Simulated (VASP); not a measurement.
ZrB2, 3 atoms in the cell. The typed cell holds 3 atoms: a = 3.165 Å, b = 3.138 Å, c = 3.520 Å, α = 89.57°, β = 88.85°, γ = 119.13°.  This cell differs from its parent crystal: equal xy, yz and zx shear strains of +2 %.

* Program: VASP 6.6.1
* Task: electric field gradients
* Functional: LDA
* Potentials or basis: VASP PAW LDA potentials, release 64 (Zr_sv, B)
* Cutoff: 520 eV
* k mesh: 13 × 13 × 10
* Occupations: fermi-dirac, width 0.03 eV
* Spin: no spin polarisation
* Dipole correction: no
* Further INCAR settings: ALGO = Normal; EDIFF = 1e-08; NBANDS = 16

Potentials or basis: VASP PAW LDA potentials, release 64 (Zr_sv, B).

Run with:

```sh
$ cat potpaw_LDA.64/Zr_sv/POTCAR potpaw_LDA.64/B/POTCAR > POTCAR
$ mpirun -np 1 vasp_std > vasp.out
```

Hardware: 1 thread of Intel(R) Xeon(R) 6975P-C (Granite Rapids) (shared host).

Task: How long does it take, and how much memory?

Result: Run time: 2.4 min on 1 thread of Intel(R) Xeon(R) 6975P-C (Granite Rapids), with other jobs on the host, peak memory 0.47 GiB. Counts: scf iterations 14, k points 846.
